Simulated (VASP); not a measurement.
# Cu (Im-3m) in VASP: further runs, part 3 of 4

VASP 6.6.1. Earlier steps stand in the parts before.

### Step 4. Single point, revPBE (volume scaled by 1.04)

INCAR reads:

```
SYSTEM = Cu
PREC     = Accurate       ! precision mode
ENCUT    = 520            ! plane-wave cutoff, eV
EDIFF    = 1E-6           ! SCF threshold, eV
ISMEAR   = -1             ! smearing method
SIGMA    = 0.1            ! smearing width, eV
LREAL    = .FALSE.        ! projectors in reciprocal space
LASPH    = .TRUE.         ! aspherical terms in the spheres
NELM     = 60             ! most SCF steps
ALGO     = Normal         ! electronic algorithm
ISIF     = 2              ! what is computed and relaxed
LWAVE    = .FALSE.        ! write WAVECAR
LCHARG   = .FALSE.        ! write CHGCAR
GGA      = RE             ! functional
NBANDS   = 12             ! bands
```

KPOINTS reads:

```
Automatic mesh
0
G
  17 17 17
  0 0 0
```

POSCAR reads:

```
Cu
1.0
   -1.4742163630      1.4742163630      1.4742163630
    1.4742163630     -1.4742163630      1.4742163630
    1.4742163630      1.4742163630     -1.4742163630
Cu
1
Direct
    0.0000000000      0.0000000000      0.0000000000
```

Potentials or basis: VASP PAW PBE potentials, release 64 (Cu).

Command:

```bash
$ cat potpaw_PBE.64/Cu/POTCAR > POTCAR
$ mpirun -np 1 vasp_std > vasp.out
```

OUTCAR:

```text
SYSTEM = Cu
   PREC = Accurate
   ENCUT = 520
   EDIFF = 1E-6
   ISMEAR = -1
   LREAL = .FALSE.
   LASPH = .TRUE.
   NELM = 60
   ISIF = 2
   GGA = RE

 ion  position               nearest neighbor table
   1  0.000  0.000  0.000-

  LATTYP: Found a body centered cubic cell.
 ALAT       =     2.9484327260

  Lattice vectors:

 A1 = (  -1.4742163630,   1.4742163630,   1.4742163630)
 A2 = (   1.4742163630,  -1.4742163630,   1.4742163630)
 A3 = (   1.4742163630,   1.4742163630,  -1.4742163630)

Analysis of symmetry for initial positions (statically):
=====================================================================
 Subroutine PRICEL returns:
 Original cell was already a primitive cell.

 Routine SETGRP: Setting up the symmetry group for a
 body centered cubic supercell.

 Subroutine GETGRP returns: Found 48 space group operations
[... 9 lines left out ...]

 Routine SETGRP: Setting up the symmetry group for a
 body centered cubic supercell.

 Subroutine GETGRP returns: Found 48 space group operations
[... 11 lines left out ...]
                                     Primitive cell

  volume of cell :      12.8157

  direct lattice vectors                    reciprocal lattice vectors
    -1.474216363  1.474216363  1.474216363     0.000000000  0.339163241  0.339163241
     1.474216363 -1.474216363  1.474216363     0.339163241  0.000000000  0.339163241
     1.474216363  1.474216363 -1.474216363     0.339163241  0.339163241  0.000000000

  length of vectors
     2.553417642  2.553417642  2.553417642     0.479649256  0.479649256  0.479649256

  position of ions in fractional coordinates (direct lattice)
     0.000000000  0.000000000  0.000000000

  ion indices of the primitive-cell ions
   primitive index   ion index
                 1           1

----------------------------------------------------------------------------------------

 KPOINTS: Automatic mesh

Automatic generation of k-mesh.
 Grid dimensions read from file:
 generate k-points for:   17   17   17

 Generating k-lattice:

  Cartesian coordinates                     Fractional coordinates (reciprocal lattice)
     0.000000000  0.019950779  0.019950779     0.058823529  0.000000000  0.000000000
     0.019950779  0.000000000  0.019950779     0.000000000  0.058823529  0.000000000
     0.019950779  0.019950779  0.000000000     0.000000000  0.000000000  0.058823529

  Length of vectors
     0.028214662  0.028214662  0.028214662

  Shift w.r.t. Gamma in fractional coordinates (k-lattice)
     0.000000000  0.000000000  0.000000000

 Subroutine IBZKPT returns following result:
 ===========================================

 Found    165 irreducible k-points:

 Following reciprocal coordinates:
            Coordinates               Weight
  0.000000  0.000000  0.000000      1.000000
  0.058824  0.000000  0.000000     12.000000
  0.117647  0.000000  0.000000     12.000000
  0.176471  0.000000  0.000000     12.000000
  0.235294  0.000000  0.000000     12.000000
  0.294118  0.000000  0.000000     12.000000
[... 16 lines left out ...]
  0.411765  0.117647  0.000000     48.000000
  0.176471  0.176471  0.000000     24.000000
 [... further k-points ...]
   k-points           NKPTS =    165   k-points in BZ     NKDIM =    165   number of bands    NBANDS=     12
   number of dos      NEDOS =    301   number of ions     NIONS =      1
   total plane-waves  NPLWV =   8000
   dimension x,y,z NGX =    20 NGY =   20 NGZ =   20
   dimension x,y,z NGXF=    40 NGYF=   40 NGZF=   40
   ions per type =               1
   NGX,Y,Z   is equivalent  to a cutoff of  13.02, 13.02, 13.02 a.u.
   NGXF,Y,Z  is equivalent  to a cutoff of  26.04, 26.04, 26.04 a.u.
 SYSTEM =  Cu
   PREC   = accura    normal or accurate (medium, high low for compatibility)
   ISTART =      0    job   : 0-new  1-cont  2-samecut
   ICHARG =      2    charge: 1-file 2-atom 10-const
   ISPIN  =      1    spin polarized calculation?
   LNONCOLLINEAR =      F non collinear calculations
   LSORBIT =      F    spin-orbit coupling
   LASPH  =      T    aspherical Exc in radial PAW
   ENCUT  =  520.0 eV  38.22 Ry    6.18 a.u.   4.75  4.75  4.75*2*pi/ulx,y,z
   NELM   =     60;   NELMIN=  2; NELMDL= -5     # of ELM steps
   EDIFF  = 0.1E-05   stopping-criterion for ELM
   LREAL  =      F    real-space projection
   EDIFFG = 0.1E-04   stopping-criterion for IOM
   NSW    =      0    number of steps for IOM
   IBRION =     -1    ionic relax: 0-MD 1-quasi-New 2-CG
   NFREE  =      0    steps in history (QN), initial steepest desc. (CG)
   ISIF   =      2    stress and relaxation
   ISYM   =      2    0-nonsym 1-usesym 2-fastsym
   POTIM  = 0.5000    time-step for ionic-motion
   TEBEG  =    0.0;   TEEND  =   0.0 temperature during run
   PSTRESS=    0.0 pullay stress
   NELECT =      11.0000    total number of electrons
   NUPDOWN=      -1.0000    fix difference up-down
   EMIN   =  10.00;   EMAX   =-10.00  energy-range for DOS
   EFERMI =   0.00;   METHOD = LEGACY
   ISMEAR =    -1;   SIGMA  =   0.10  broadening in eV -4-tet -1-fermi 0-gaus
   EFERMI_NEDOS =   21; number of points for ismear=-14 and -15
   IALGO  =     38    algorithm
   IMIX   =      4    mixing-type and parameters
     AMIX     =   0.40;   BMIX     =  1.00
     AMIX_MAG =   1.60;   BMIX_MAG =  1.00
  volume/ion in A,a.u.               =      12.82        86.48
  Fermi-wavevector in a.u.,A,eV,Ry     =   1.555815  2.940063 32.933704  2.420559
  Thomas-Fermi vector in A             =   2.659701
   LORBIT       =      0    0 simple, 1 ext, 2 COOP (PROOUT), +10 PAW based schemes
   GGA     = RE    functional components
   LHFCALC =     F    Hartree Fock is set to
   AEXX    =    0.0000 exact exchange contribution
   IVDW    =     0    specifies the selected vdW correction
   LEPSILON=     F    determine dielectric tensor
   LRPA    =     F    only Hartree local field effects (RPA)
 non-spin polarized calculation
  energy-cutoff  :      520.00
  volume of cell :       12.82
 maximum number of plane-waves:       370
   NGX =  9   NGY =  9   NGZ =  9

 number of electron      11.0000012 magnetization

 Free energy of the ion-electron system (eV)
  ---------------------------------------------------
  ext. energy  EPLUGINS =         0.00000000
  ---------------------------------------------------
  free energy    TOTEN  =        -3.31929918 eV

  energy without entropy =       -3.30962657  energy(sigma->0) =       -3.31446287

 E-fermi :   6.7150     XC(G=0): -12.1580

 val. band max:        6.7128742249   @ k =   0.4706   0.0588   0.0000
 cond. band min:       6.7475254340   @ k =  -0.2941   0.4118   0.1765
 fundamental gap:      0.0346512090
 Fermi energy:         6.7150096010

 k-point     1 :       0.0000    0.0000    0.0000
  band No.  band energies     occupation
      1      -2.0036      2.00000
      2       3.8787      2.00000
      3       3.8787      2.00000
      4       3.8787      2.00000
      5       4.7717      2.00000
      6       4.7717      2.00000
      7      30.9603      0.00000
      8      30.9603      0.00000
      9      30.9603      0.00000
     10      33.4000      0.00000
     11      33.4000      0.00000
     12      33.4000      0.00000

 k-point     2 :       0.0588    0.0000    0.0000
  band No.  band energies     occupation
      1      -1.8777      2.00000
      2       3.8569      2.00000
      3       3.8781      2.00000
      4       3.9240      2.00000
      5       4.7504      2.00000
      6       4.7733      2.00000
      7      29.3853      0.00000
      8      30.5356      0.00000
      9      30.5808      0.00000
     10      32.0188      0.00000
     11      32.2711      0.00000
     12      32.5899      0.00000

 k-point     3 :       0.1176    0.0000    0.0000
  band No.  band energies     occupation
      1      -1.5045      2.00000
      2       3.7948      2.00000
      3       3.8711      2.00000
      4       4.0556      2.00000
      5       4.6993      2.00000
      6       4.7786      2.00000
      7      26.4093      0.00000
      8      29.2293      0.00000
      9      29.8190      0.00000
     10      30.1728      0.00000
     11      31.4421      0.00000
     12      32.6379      0.00000
[... 286 lines left out ...]
 k-point    23 :       0.4118    0.1176    0.0000
  band No.  band energies     occupation
      1       2.3460      2.00000
      2       3.2883      2.00000
      3       4.4329      2.00000
      4       4.7184      2.00000
      5       5.0697      2.00000
      6       7.2349      0.01098
      7      11.0976      0.00000
      8      19.8793      0.00000
      9      23.2312      0.00000
     10      28.8883      0.00000
     11      32.8218      0.00000
     12      37.0024      0.00000

 k-point    24 :       0.1765    0.1765    0.0000
  band No.  band energies     occupation
      1       1.0376      2.00000
      2       3.5481      2.00000
      3       3.5824      2.00000
      4       4.5800      2.00000
      5       4.8565      2.00000
      6       5.1245      2.00000
      7      19.4012      0.00000
      8      19.6716      0.00000
      9      24.9886      0.00000
     10      30.3736      0.00000
     11      32.4644      0.00000
     12      35.9825      0.00000

 [... further k-points ...]
[... 5 lines left out ...]
  --------------------------------------------------------------------------------------
  -------------------------------------------------------------------------------------
  Total       -0.3184289     -0.3184289     -0.3184289      0.0000000     -0.0000000      0.0000000
  in kB      -39.8088328    -39.8088328    -39.8088328      0.0000000     -0.0000000      0.0000000
  external PRESSURE =     -39.8088328 kB  Pullay stress =       0.0000000 kB

 VOLUME and BASIS-vectors are now :
 -----------------------------------------------------------------------------
  energy-cutoff  :      520.00
  volume of cell :       12.82
      direct lattice vectors                 reciprocal lattice vectors
    -1.474216363  1.474216363  1.474216363     0.000000000  0.339163241  0.339163241
     1.474216363 -1.474216363  1.474216363     0.339163241  0.000000000  0.339163241
     1.474216363  1.474216363 -1.474216363     0.339163241  0.339163241  0.000000000

 POSITION                                       TOTAL-FORCE (eV/Angst)
 -----------------------------------------------------------------------------------
      0.00000      0.00000      0.00000         0.000000     -0.000000      0.000000
 -----------------------------------------------------------------------------------
    total drift:                                0.000000     -0.000000     -0.000000

  FREE ENERGIE OF THE ION-ELECTRON SYSTEM (eV)
  ---------------------------------------------------
  free  energy   TOTEN  =        -3.3192991751 eV

  energy  without entropy=       -3.3096265679  energy(sigma->0) =       -3.31446287
```

Run time: 16 s. Hardware: 1 thread of AMD EPYC 7R13 (Zen 3), shared host; peak memory 0.11 GiB.

What came out:

| Property | Result |
| --- | --- |
| Free energy | -3.3193 eV |
| Pressure | -4.0 GPa |

Caveat: the PAW data sets were made with another functional, which shifts forces and pressure a little.

(Continued in part 4 of 4.)
